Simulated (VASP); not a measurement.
Ca:

```
Ca
1.0
     0.00000    2.79420    2.79420
     2.79420    0.00000    2.79420
     2.79420    2.79420    0.00000
Ca
1
Direct
  0.00000 0.00000 0.00000
```

Base run:

- Program: VASP 6.6.1
- Functional: BLYP
- Dispersion: D4
- Potentials or basis: VASP PAW PBE potentials, release 64 (Ca_sv)
- Cutoff: 500 eV
- k mesh: 8 × 8 × 8
- Occupations: fermi-dirac, width 0.1 eV
- Spin: no spin polarisation

Its results: band gap on the k mesh zero (bands 5 and 6 overlap by 0.26 eV); pressure -1.4 GPa.

Q: The run is repeated on the same cell with these changes: dispersion from D4 to none; occupations from fermi-dirac, width 0.1 eV to fermi-dirac, width 0.15 eV. What comes out?

A: Band gap on the k mesh zero (bands 5 and 6 overlap by 0.27 eV); pressure -0.3 GPa.

Caveats: the PAW data sets were made with another functional, which shifts forces and pressure a little.
